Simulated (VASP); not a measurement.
# GaMo2 (P6/mmm) in VASP: further runs

The runs below take GaMo2 through relaxation of cell and atoms, single point, with PBE.

All numbers are computed with VASP 6.6.1; they aren't measurements. Logs are shortened: lines on timing, memory, paths and dates and some standing lists are left out, and cuts for length are marked.

**1. The cell of the first run**

It takes space group P6/mmm (No. 191, hexagonal). Conventional cell: a = 4.532 Å, b = 4.532 Å, c = 2.678 Å, α = 90.00°, β = 90.00°, γ = 120.00°. Within 3.5 Å of Ga (site symmetry 6/mmm) lie 2 Ga at 2.68 Å and 12 Mo at 2.94 Å. Mo (site symmetry -6m2) has 5 Mo at 2.62 to 2.68 Å and 6 Ga at 2.94 Å within 3.5 Å.

**2. Relaxation of cell and atoms, PBE**

Contents of INCAR:

```
PREC = Accurate
ENCUT = 600
EDIFF = 1E-6
ISMEAR = 0
SIGMA = 0.1
LREAL = False
LASPH = True
NELM = 100
ALGO = Fast
ISIF = 3
LWAVE = False
LCHARG = False
GGA = PE
IBRION = 2
NSW = 100
EDIFFG = -0.01
```

Contents of KPOINTS:

```
regular mesh
0
Gamma
  12 12 18
```

Contents of POSCAR:

```
GaMo2
1.0
    4.5316079591      0.0000000000      0.0000000000
   -2.2658039795      3.9244876126      0.0000000000
    0.0000000000      0.0000000000      2.6777055890
Ga Mo
1 2
Direct
    0.0000000000      0.0000000000      0.0000000000
    0.3333333333      0.6666666667      0.5000000000
    0.6666666667      0.3333333333      0.5000000000
```

Potentials or basis: VASP PAW PBE potentials, release 64 (Ga_d, Mo_sv).

Run with:

```console
$ cat potpaw_PBE.64/Ga_d/POTCAR potpaw_PBE.64/Mo_sv/POTCAR > POTCAR
$ mpirun -np 1 vasp_std > vasp.out
```

OUTCAR:

```text
PREC = Accurate
   ENCUT = 600
   EDIFF = 1E-6
   ISMEAR = 0
   LREAL = False
   LASPH = True
   NELM = 100
   ISIF = 3
   GGA = PE
   IBRION = 2
   NSW = 100
   EDIFFG = -0.01

 ion  position               nearest neighbor table
   1  0.000  0.000  0.000-   2 2.94   3 2.94   2 2.94   3 2.94   2 2.94   2 2.94   3 2.94   3 2.94
                             3 2.94   3 2.94   2 2.94   2 2.94
   2  0.333  0.667  0.500-   3 2.62   3 2.62   3 2.62   1 2.94   1 2.94   1 2.94   1 2.94   1 2.94
                             1 2.94
   3  0.667  0.333  0.500-   2 2.62   2 2.62   2 2.62   1 2.94   1 2.94   1 2.94   1 2.94   1 2.94
                             1 2.94

  LATTYP: Found a hexagonal cell.
 ALAT       =     4.5316079591
 C/A-ratio  =     0.5908952436

  Lattice vectors:

 A1 = (   4.5316079591,   0.0000000000,   0.0000000000)
 A2 = (  -2.2658039795,   3.9244876126,   0.0000000000)
 A3 = (   0.0000000000,   0.0000000000,   2.6777055890)

Analysis of symmetry for initial positions (statically):
=====================================================================
 Subroutine PRICEL returns:
 Original cell was already a primitive cell.

 Routine SETGRP: Setting up the symmetry group for a
 hexagonal supercell.

 Subroutine GETGRP returns: Found 24 space group operations
 (whereof 24 operations were pure point group operations)
 out of a pool of 24 trial point group operations.

The static configuration has the point symmetry D_6h.

Analysis of symmetry for dynamics (positions and initial velocities):
=====================================================================
 Subroutine PRICEL returns:
 Original cell was already a primitive cell.

 Routine SETGRP: Setting up the symmetry group for a
 hexagonal supercell.

 Subroutine GETGRP returns: Found 24 space group operations
 (whereof 24 operations were pure point group operations)
 out of a pool of 24 trial point group operations.

The dynamic configuration has the point symmetry D_6h.

 Subroutine INISYM returns: Found 24 space group operations
 (whereof 24 operations are pure point group operations),
 and found     1 'primitive' translations

----------------------------------------------------------------------------------------

                                     Primitive cell

  volume of cell :      47.6210

[... 98 lines left out ...]
   POTIM  = 0.5000    time-step for ionic-motion
   TEBEG  =    0.0;   TEEND  =   0.0 temperature during run
   PSTRESS=    0.0 pullay stress
   NELECT =      41.0000    total number of electrons
   NUPDOWN=      -1.0000    fix difference up-down
   EMIN   =  10.00;   EMAX   =-10.00  energy-range for DOS
   EFERMI =   0.00;   METHOD = LEGACY
   ISMEAR =     0;   SIGMA  =   0.10  broadening in eV -4-tet -1-fermi 0-gaus
   EFERMI_NEDOS =   21; number of points for ismear=-14 and -15
   IALGO  =     68    algorithm
   IMIX   =      4    mixing-type and parameters
     AMIX     =   0.40;   BMIX     =  1.00
     AMIX_MAG =   1.60;   BMIX_MAG =  1.00
  volume/ion in A,a.u.               =      15.87       107.12
  Fermi-wavevector in a.u.,A,eV,Ry     =   1.557412  2.943081 33.001352  2.425531
  Thomas-Fermi vector in A             =   2.661066
   LORBIT       =      0    0 simple, 1 ext, 2 COOP (PROOUT), +10 PAW based schemes
   GGA     = PE    functional components
   LHFCALC =     F    Hartree Fock is set to
   AEXX    =    0.0000 exact exchange contribution
   IVDW    =     0    specifies the selected vdW correction
   LEPSILON=     F    determine dielectric tensor
   LRPA    =     F    only Hartree local field effects (RPA)
 conjugate gradient relaxation of ions
 non-spin polarized calculation
 RMM-DIIS sequential band-by-band and
 Gauss-broadening in eV      SIGMA  =   0.10
  energy-cutoff  :      600.00
  volume of cell :       47.62
 maximum number of plane-waves:      1608
   NGX = 19   NGY = 19   NGZ = 11

--------------------------------------- Ionic step        1  -------------------------------------------

 number of electron      40.9999993 magnetization

 Free energy of the ion-electron system (eV)
  ---------------------------------------------------
  ext. energy  EPLUGINS =         0.00000000
  ---------------------------------------------------
  free energy    TOTEN  =       -23.90729067 eV

  energy without entropy =      -23.89112418  energy(sigma->0) =      -23.89920742

------------------------ aborting loop because EDIFF is reached ----------------------------------------

  FORCE on cell =-STRESS in cart. coord.  units (eV):
  Direction    XX          YY          ZZ          XY          YZ          ZX
  --------------------------------------------------------------------------------------
  -------------------------------------------------------------------------------------
  Total        0.4674670      0.4674670     -0.1410714      0.0000000      0.0000000      0.0000000
  in kB       15.7276352     15.7276352     -4.7462578      0.0000000      0.0000000      0.0000000
  external PRESSURE =       8.9030042 kB  Pullay stress =       0.0000000 kB
[... 135 lines left out ...]
--------------------------------------- Ionic step        5  -------------------------------------------

 number of electron      40.9999986 magnetization

 Free energy of the ion-electron system (eV)
  ---------------------------------------------------
  ext. energy  EPLUGINS =         0.00000000
  ---------------------------------------------------
  free energy    TOTEN  =       -23.90989126 eV

  energy without entropy =      -23.89290056  energy(sigma->0) =      -23.90139591

 E-fermi :  10.7105     XC(G=0): -12.7928

 val. band max:       10.7096589314   @ k =   0.2500   0.0000   0.2778
 cond. band min:      10.7133293310   @ k =   0.3333   0.0833   0.3889
 fundamental gap:      0.0036703996
 Fermi energy:        10.7105075560

 k-point     1 :       0.0000    0.0000    0.0000
  band No.  band energies     occupation
      1     -50.3850      2.00000
      2     -50.1253      2.00000
      3     -24.7737      2.00000
      4     -24.7737      2.00000
      5     -23.9560      2.00000
      6     -23.9027      2.00000
[... 637 lines left out ...]
     23      12.9471      0.00000
     24      12.9527      0.00000

 [... further k-points ...]

------------------------ aborting loop because EDIFF is reached ----------------------------------------

  FORCE on cell =-STRESS in cart. coord.  units (eV):
  Direction    XX          YY          ZZ          XY          YZ          ZX
  --------------------------------------------------------------------------------------
  -------------------------------------------------------------------------------------
  Total        0.0115274      0.0115274      0.0104747      0.0000000      0.0000000     -0.0000000
  in kB        0.3864197      0.3864197      0.3511315      0.0000000      0.0000000     -0.0000000
  external PRESSURE =       0.3746570 kB  Pullay stress =       0.0000000 kB
[... 18 lines left out ...]
  FREE ENERGIE OF THE ION-ELECTRON SYSTEM (eV)
  ---------------------------------------------------
  free  energy   TOTEN  =       -23.9098912630 eV

  energy  without entropy=      -23.8929005570  energy(sigma->0) =      -23.90139591

 reached required accuracy - stopping structural energy minimisation
```

CONTCAR:

```text
GaMo2
   1.00000000000000
     4.5530770986828566    0.0000000000002734    0.0000000000000000
    -2.2765385492909544    3.9430804328764046   -0.0000000000000000
     0.0000000000000000   -0.0000000000000000    2.6622140498847480
  Ga              Mo
     1     2
Direct
     0.0000000000000000    0.0000000000000000    0.0000000000000000
     0.3333333332999970    0.6666666667000030    0.5000000000000000
     0.6666666667000030    0.3333333332999970    0.5000000000000000

  0.00000000E+00  0.00000000E+00  0.00000000E+00
  0.00000000E+00  0.00000000E+00  0.00000000E+00
  0.00000000E+00  0.00000000E+00  0.00000000E+00
```

Run time: 7.2 min. Hardware: 1 thread of Intel Xeon 6975P-C (Granite Rapids), shared host; peak memory 0.37 GiB.

Results:

```
Free energy                           : -23.9099 eV
Relaxed volume                        : 15.93 Å³/atom
Relaxed cell                          : a = 4.553 Å, b = 4.553 Å, c = 2.662 Å, α = 90.00°, β = 90.00°, γ = 120.00°
Space group after relaxing (to 0.1 Å) : P6/mmm (No. 191)
Energy gained by relaxing             : 0.9 meV/atom
Ionic steps                           : 5
Pressure after relaxing               : 0.0 GPa
Band gap on the k mesh                : zero (an odd number of electrons rules out a gap without spin polarisation)
```

Step by step:
| step | energy change (eV) | largest force (eV/Å) | pressure (GPa) | volume (Å³) |
| --- | --- | --- | --- | --- |
| 1 | 0.0000 | 0.0000 | 0.89 | 47.62 |
| 2 | -0.0004 | 0.0000 | -1.62 | 48.23 |
| 3 | -0.0019 | 0.0000 | -0.46 | 47.94 |
| 4 | -0.0026 | 0.0000 | 0.07 | 47.78 |
| 5 | -0.0026 | 0.0000 | 0.04 | 47.80 |

Final structure:
```
Ga Mo
1.0
     4.55308    0.00000    0.00000
    -2.27654    3.94308    0.00000
     0.00000    0.00000    2.66221
Ga Mo
1 2
Direct
  0.00000 0.00000 0.00000
  0.33333 0.66667 0.50000
  0.66667 0.33333 0.50000
```

Levels at points of the mesh, in eV from the Fermi level:
```
           k point  band 16  band 17  band 18  band 19  band 20  band 21  band 22  band 23  band 24
(0.00, 0.00, 0.00)    -3.87    -3.87    -2.69    -1.31    -1.31     0.96     0.96     1.64     2.79
(0.50, 0.00, 0.00)    -3.65    -3.44    -3.26    -2.74    -0.98     0.72     1.06     1.26     2.13
(0.00, 0.00, 0.50)    -3.92    -3.92    -1.98    -1.98    -0.70    -0.70    -0.19    -0.19     2.75
(0.50, 0.00, 0.50)    -4.08    -2.97    -1.80    -1.58    -1.23    -0.10     1.17     2.20     2.57
```

**3. Single point, PBE**

Contents of INCAR:

```
SYSTEM = GaMo2
PREC     = Accurate       ! precision mode
ENCUT    = 520            ! plane-wave cutoff, eV
EDIFF    = 1E-6           ! SCF threshold, eV
ISMEAR   = 0              ! smearing method
SIGMA    = 0.1            ! smearing width, eV
LREAL    = .False.        ! projectors in reciprocal space
LASPH    = .True.         ! aspherical terms in the spheres
NELM     = 60             ! most SCF steps
ALGO     = Fast           ! electronic algorithm
ISIF     = 2              ! what is computed and relaxed
LWAVE    = .False.        ! write WAVECAR
LCHARG   = .True.         ! write CHGCAR
GGA      = PE             ! functional
LELF     = .True.         ! ELF
LVHAR    = .True.       
NBANDS   = 28             ! bands
```

Contents of KPOINTS:

```
regular mesh
0
Gamma
  12 12 18
  0 0 0
```

Contents of POSCAR:

```
GaMo2
1.0
    4.5503612090      0.0000000000      0.0000000000
   -2.2751806045      3.9407284034      0.0000000000
    0.0000000000      0.0000000000      2.6602393576
Ga Mo
1 2
Direct
    0.0000000000      0.0000000000      0.0000000000
    0.3333333333      0.6666666667      0.5000000000
    0.6666666667      0.3333333333      0.5000000000
```

Potentials or basis: VASP PAW PBE potentials, release 64 (Ga_d, Mo_sv).

Run with:

```console
$ cat potpaw_PBE.64/Ga_d/POTCAR potpaw_PBE.64/Mo_sv/POTCAR > POTCAR
$ mpirun -np 1 vasp_std > vasp.out
```

OUTCAR:

```text
SYSTEM = GaMo2
   PREC = Accurate
   ENCUT = 520
   EDIFF = 1E-6
   ISMEAR = 0
   LREAL = .False.
   LASPH = .True.
   NELM = 60
   ISIF = 2
   GGA = PE

 ion  position               nearest neighbor table
   1  0.000  0.000  0.000-   2 2.94   3 2.94   2 2.94   3 2.94   3 2.94   3 2.94   2 2.94   2 2.94
                             3 2.94   3 2.94   2 2.94   2 2.94
   2  0.333  0.667  0.500-   3 2.63   3 2.63   3 2.63   1 2.94   1 2.94   1 2.94   1 2.94   1 2.94
                             1 2.94
   3  0.667  0.333  0.500-   2 2.63   2 2.63   2 2.63   1 2.94   1 2.94   1 2.94   1 2.94   1 2.94
                             1 2.94

  LATTYP: Found a hexagonal cell.
 ALAT       =     4.5503612090
 C/A-ratio  =     0.5846215796

  Lattice vectors:

 A1 = (   4.5503612090,   0.0000000000,   0.0000000000)
 A2 = (  -2.2751806045,   3.9407284034,   0.0000000000)
 A3 = (   0.0000000000,   0.0000000000,   2.6602393576)

Analysis of symmetry for initial positions (statically):
=====================================================================
 Subroutine PRICEL returns:
 Original cell was already a primitive cell.

 Routine SETGRP: Setting up the symmetry group for a
 hexagonal supercell.
[... 170 lines left out ...]

 E-fermi :  10.7375     XC(G=0): -12.8036

 val. band max:       10.7374983108   @ k =   0.0833   0.0000   0.5000
 cond. band min:      10.7387107769   @ k =   0.3333   0.0833   0.3889
 fundamental gap:      0.0012124661
 Fermi energy:        10.7375167922

 k-point     1 :       0.0000    0.0000    0.0000
  band No.  band energies     occupation
      1     -50.3586      2.00000
      2     -50.0972      2.00000
      3     -24.7492      2.00000
      4     -24.7492      2.00000
      5     -23.9249      2.00000
      6     -23.8736      2.00000
[... 733 lines left out ...]
     27      15.5025      0.00000
     28      19.2326      0.00000

 [... further k-points ...]

------------------------ aborting loop because EDIFF is reached ----------------------------------------

  FORCE on cell =-STRESS in cart. coord.  units (eV):
  Direction    XX          YY          ZZ          XY          YZ          ZX
  --------------------------------------------------------------------------------------
  -------------------------------------------------------------------------------------
  Total        0.1473276      0.1473276      0.1344153      0.0000000     -0.0000000      0.0000000
  in kB        4.9482506      4.9482506      4.5145678      0.0000000     -0.0000000      0.0000000
  external PRESSURE =       4.8036897 kB  Pullay stress =       0.0000000 kB

 VOLUME and BASIS-vectors are now :
 -----------------------------------------------------------------------------
  energy-cutoff  :      520.00
  volume of cell :       47.70
      direct lattice vectors                 reciprocal lattice vectors
     4.550361209  0.000000000  0.000000000     0.219762774  0.126880096  0.000000000
    -2.275180605  3.940728403  0.000000000     0.000000000  0.253760193  0.000000000
     0.000000000  0.000000000  2.660239358     0.000000000  0.000000000  0.375906024

 POSITION                                       TOTAL-FORCE (eV/Angst)
 -----------------------------------------------------------------------------------
      0.00000      0.00000      0.00000        -0.000000      0.000000     -0.000000
     -0.00000      2.62715      1.33012        -0.000000     -0.000000      0.000000
      2.27518      1.31358      1.33012         0.000000      0.000000     -0.000000
 -----------------------------------------------------------------------------------
    total drift:                                0.000000      0.000000     -0.000000

  FREE ENERGIE OF THE ION-ELECTRON SYSTEM (eV)
  ---------------------------------------------------
  free  energy   TOTEN  =       -23.9099729455 eV

  energy  without entropy=      -23.8929976388  energy(sigma->0) =      -23.90148529
```

stdout:

```text
POSCAR found type information on POSCAR GaMo
 POSCAR found :  2 types and       3 ions
 scaLAPACK will be used
 LDA part: xc-table for (Slater+PW92), standard interpolation
 POSCAR, INCAR and KPOINTS ok, starting setup
 FFT: planning ... GRIDC
 FFT: planning ... GRID_SOFT
 FFT: planning ... GRID
 WAVECAR not read
 entering main loop
```

Run time: 7 min. Hardware: 1 thread of Oxide Virtual Turin-like, shared host; peak memory 0.3 GiB.

Results:

* Free energy: -23.9100 eV
* Pressure: 0.5 GPa
* Band gap on the k mesh: zero (an odd number of electrons rules out a gap without spin polarisation)
